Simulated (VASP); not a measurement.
# ZnS (F-43m) in VASP: notebook, part 3 of 3

VASP 6.6.1.

## (5) Relaxation of cell and atoms, PBE, target pressure 4 GPa, at which the enthalpy is minimised

Input file INCAR:

```
SYSTEM = ZnS
PREC     = Accurate       ! precision mode
ENCUT    = 600            ! plane-wave cutoff, eV
EDIFF    = 1E-7           ! SCF threshold, eV
ISMEAR   = 0              ! smearing method
SIGMA    = 0.01           ! smearing width, eV
LREAL    = .FALSE.        ! projectors in reciprocal space
LASPH    = .TRUE.         ! aspherical terms in the spheres
NELM     = 100            ! most SCF steps
ALGO     = Normal         ! electronic algorithm
ISIF     = 3              ! what is computed and relaxed
LWAVE    = .FALSE.        ! write WAVECAR
LCHARG   = .FALSE.        ! write CHGCAR
GGA      = PE             ! functional
IBRION   = 2              ! ionic algorithm
NSW      = 80             ! ionic steps
EDIFFG   = -0.001         ! ionic threshold
PSTRESS  = 40.0
```

Input file KPOINTS:

```
Automatic mesh
0
G
  10 10 10
  0 0 0
```

Input file POSCAR:

```
ZnS
1.0
    0.0000000000      2.7216977293      2.7216977293
    2.7216977293      0.0000000000      2.7216977293
    2.7216977293      2.7216977293      0.0000000000
Zn S
1 1
Direct
    0.0000000000      0.0000000000      0.0000000000
    0.7500000000      0.7500000000      0.7500000000
```

Potentials or basis: VASP PAW PBE potentials, release 64 (Zn, S).

On the command line:

```bash
cat potpaw_PBE.64/Zn/POTCAR potpaw_PBE.64/S/POTCAR > POTCAR
mpirun -np 1 vasp_std > vasp.out
```

OUTCAR:

```text
SYSTEM = ZnS
   PREC = Accurate
   ENCUT = 600
   EDIFF = 1E-7
   ISMEAR = 0
   LREAL = .FALSE.
   LASPH = .TRUE.
   NELM = 100
   ISIF = 3
   GGA = PE
   IBRION = 2
   NSW = 80
   EDIFFG = -0.001
   PSTRESS = 40.0

 ion  position               nearest neighbor table
   1  0.000  0.000  0.000-   2 2.36   2 2.36   2 2.36   2 2.36
   2  0.750  0.750  0.750-   1 2.36   1 2.36   1 2.36   1 2.36

  LATTYP: Found a face centered cubic cell.
 ALAT       =     5.4433954586

  Lattice vectors:

 A1 = (   0.0000000000,   2.7216977293,   2.7216977293)
 A2 = (   2.7216977293,   0.0000000000,   2.7216977293)
 A3 = (   2.7216977293,   2.7216977293,   0.0000000000)

Analysis of symmetry for initial positions (statically):
=====================================================================
 Subroutine PRICEL returns:
 Original cell was already a primitive cell.

 Routine SETGRP: Setting up the symmetry group for a
[... 375 lines left out ...]
 fundamental gap:      2.2358549106
 Fermi energy:         2.4421049804

 k-point     1 :       0.0000    0.0000    0.0000
  band No.  band energies     occupation
      1     -10.9692      2.00000
      2      -4.0868      2.00000
      3      -4.0868      2.00000
      4      -4.0868      2.00000
      5      -3.5555      2.00000
      6      -3.5555      2.00000
      7       2.3650      2.00000
      8       2.3650      2.00000
      9       2.3650      2.00000
     10       4.6009      0.00000
     11       8.7415      0.00000
     12       8.7415      0.00000
     13       8.7415      0.00000
[... 354 lines left out ...]
  band No.  band energies     occupation
      1      -9.9590      2.00000
      2      -4.1220      2.00000
      3      -3.8264      2.00000
      4      -3.8177      2.00000
      5      -3.5331      2.00000
      6      -3.4941      2.00000
      7      -1.4562      2.00000
      8       0.2946      2.00000
      9       0.5111      2.00000
     10       6.3889      0.00000
     11       7.0981      0.00000
     12      11.2394      0.00000
     13      12.1769      0.00000

 [... further k-points ...]
[... 5 lines left out ...]
  --------------------------------------------------------------------------------------
  -------------------------------------------------------------------------------------
  Total        0.9603586      0.9603586      0.9603586      0.0000000      0.0000000      0.0000000
  in kB       40.0790235     40.0790235     40.0790235      0.0000000      0.0000000      0.0000000
  external PRESSURE =       0.0790235 kB  Pullay stress =      40.0000000 kB
[... 21 lines left out ...]
  energy  without entropy=       -6.8286419642  energy(sigma->0) =       -6.82864196

  enthalpy is  TOTEN    =        -5.8701768482 eV   P V=        0.9584651160

 reached required accuracy - stopping structural energy minimisation
```

OSZICAR:

```text
N       E                     dE             d eps       ncg     rms          rms(c)
DAV:   1     0.946760598067E+02    0.94676E+02   -0.99761E+03  1222   0.181E+03
DAV:   2    -0.229050573486E+00   -0.94905E+02   -0.90647E+02  1308   0.303E+02
DAV:   3    -0.718533153729E+01   -0.69563E+01   -0.69162E+01  1552   0.796E+01
DAV:   4    -0.727840778582E+01   -0.93076E-01   -0.93038E-01  1352   0.973E+00
[... 99 lines left out ...]
       N       E                     dE             d eps       ncg     rms          rms(c)
DAV:   1    -0.682864812470E+01    0.16694E-03   -0.81468E-05  1432   0.217E-01    0.182E-02
DAV:   2    -0.682864250395E+01    0.56208E-05   -0.19417E-05  1452   0.144E-01    0.704E-03
DAV:   3    -0.682864199511E+01    0.50884E-06   -0.75787E-07  1287   0.920E-03    0.319E-03
DAV:   4    -0.682864196420E+01    0.30909E-07   -0.79022E-08   611   0.490E-03
  17 F= -.58701768E+01 E0= -.58701768E+01  d E =-.783561E-05
```

CONTCAR:

```text
ZnS
   1.00000000000000
    -0.0000000000000000    2.6775174022123562    2.6775174022123562
     2.6775174022123562   -0.0000000000000000    2.6775174022123562
     2.6775174022123562    2.6775174022123562    0.0000000000000000
  Zn              S
     1     1
Direct
     0.0000000000000000    0.0000000000000000    0.0000000000000000
     0.7500000000000000    0.7500000000000000    0.7500000000000000

  0.00000000E+00  0.00000000E+00  0.00000000E+00
  0.00000000E+00  0.00000000E+00  0.00000000E+00
```

Run time: 1.8 min. Hardware: 1 thread of Intel Xeon Platinum 8375C at 2.90GHz (Ice Lake), shared host; peak memory 0.2 GiB.

What came out:

| Quantity | Value |
| --- | --- |
| Free energy | -6.8286 eV |
| Relaxed volume | 19.20 Å³/atom |
| Relaxed cell | a = 3.787 Å, b = 3.787 Å, c = 3.787 Å, α = 60.00°, β = 60.00°, γ = 60.00° |
| Space group after relaxing (to 0.05 Å) | F-43m (No. 216) |
| Energy change on relaxing (the enthalpy is what falls) | +12.0 meV/atom |
| Ionic steps | 17 |
| Pressure after relaxing | 4.0 GPa |
| Band gap on the k mesh | 2.24 eV, direct |

Step by step:
```csv
step,energy change (eV),largest force (eV/Å),pressure (GPa),volume (Å³)
1,0.0000,0.0000,0.16,40.32
2,0.0495,0.0000,5.96,37.56
3,0.0241,0.0000,4.01,38.38
4,0.0232,0.0000,3.93,38.42
5,0.0232,0.0000,3.93,38.42
6,0.0233,0.0000,3.93,38.42
7,0.0233,0.0000,3.93,38.42
8,0.0233,0.0000,3.93,38.42
9,0.0233,0.0000,3.93,38.42
10,0.0233,0.0000,3.93,38.42
11,0.0233,0.0000,3.94,38.42
12,0.0233,0.0000,3.94,38.42
13,0.0234,0.0000,3.94,38.41
14,0.0235,0.0000,3.96,38.41
15,0.0237,0.0000,3.99,38.40
16,0.0238,0.0000,3.99,38.40
17,0.0239,0.0000,4.01,38.39
```

Final structure:
```
CELL_PARAMETERS angstrom
0.00000 2.67752 2.67752
2.67752 0.00000 2.67752
2.67752 2.67752 0.00000
ATOMIC_POSITIONS crystal
Zn 0.00000 0.00000 0.00000
S 0.75000 0.75000 0.75000
```

Caveat: the cell is relaxed towards a set pressure, so the enthalpy falls and the energy may rise.

## (6) Single point, PBE

This run uses another cell than the first one, of 17.72 Å³/atom, 0.879 times its volume.

Input file INCAR:

```
  PREC = Accurate
  ENCUT = 520
  EDIFF = 1E-7
  ISMEAR = 0
  SIGMA = 0.01
  LREAL = False
  LASPH = True
  NELM = 80
  ALGO = Normal
  ISIF = 2
  LWAVE = False
  LCHARG = True
  GGA = PE
  LELF = True
  LVHAR = True
  NBANDS = 16
```

Input file KPOINTS:

```
Automatic mesh
0
Gamma
  10 10 10
```

Input file POSCAR:

```
ZnS
1.0
    0.0000000000      2.6068539990      2.6068539990
    2.6068539990      0.0000000000      2.6068539990
    2.6068539990      2.6068539990      0.0000000000
Zn S
1 1
Direct
    0.0000000000      0.0000000000      0.0000000000
    0.7500000000      0.7500000000      0.7500000000
```

Potentials or basis: VASP PAW PBE potentials, release 64 (Zn, S).

On the command line:

```bash
cat potpaw_PBE.64/Zn/POTCAR potpaw_PBE.64/S/POTCAR > POTCAR
mpirun -np 1 vasp_std > vasp.out
```

Wall time 32 s (1 thread of Intel Xeon Platinum 8259CL at 2.50GHz (Skylake/Cascade Lake), shared host); peak memory 0.16 GiB.

It converged, with:

* Free energy: -6.6830 eV
* Pressure: 12.2 GPa
* Band gap on the k mesh: 2.60 eV, direct

Levels at points of the mesh, in eV from the valence-band top:
| k point | band 5 | band 6 | band 7 | band 8 | band 9 | band 10 | band 11 | band 12 | band 13 | band 14 |
| --- | --- | --- | --- | --- | --- | --- | --- | --- | --- | --- |
| (0.00, 0.00, 0.00) | -6.20 | -6.20 | 0.00 | 0.00 | 0.00 | 2.60 | 6.29 | 6.29 | 6.29 | 11.87 |
| (0.50, 0.00, 0.00) | -6.16 | -6.10 | -5.91 | -1.03 | -1.03 | 3.51 | 6.84 | 6.84 | 9.25 | 12.70 |
| (0.50, 0.50, 0.00) | -6.10 | -5.95 | -5.00 | -2.64 | -2.64 | 3.14 | 4.02 | 11.80 | 12.70 | 12.70 |

Expect the measured gap to be larger: semilocal functionals such as PBE lack the derivative discontinuity.

## (7) Overview

| task | cell | cutoff (eV) | smearing | gap on the mesh (eV) | pressure (GPa) | relaxed volume (Å³/atom) |
| --- | --- | --- | --- | --- | --- | --- |
| single point | a = 3.849 Å, angles 60.0°, 2 atoms | 520 | gaussian 0.01 eV | 2.02 | 0.2 | - |
| relaxation of cell and atoms | relaxed from a = 3.825 Å, angles 60.0°, 2 atoms | 600 | gaussian 0.02 eV | 2.01 | 0.0 | 20.19 |
| relaxation of cell and atoms | relaxed from a = 3.849 Å, angles 60.0°, 2 atoms | 600 | gaussian 0.01 eV | 2.01 | 0.0 | 20.21 |
| relaxation of cell and atoms | relaxed to 4 GPa from a = 3.849 Å, angles 60.0°, 2 atoms | 600 | gaussian 0.01 eV | 2.24 | 4.0 | - |
| single point | a = 3.687 Å, angles 60.0°, 2 atoms | 520 | gaussian 0.01 eV | 2.60 | 12.2 | - |

Alike in all rows: level PBE; potentials or basis VASP PAW PBE potentials, release 64 (Zn, S); no spin polarisation; k mesh 10 × 10 × 10.

Caveats: the cell is relaxed towards a set pressure, so the enthalpy falls and the energy may rise (some runs).

Total energies depend on the potentials used, so only differences within one code and one set of settings carry meaning.
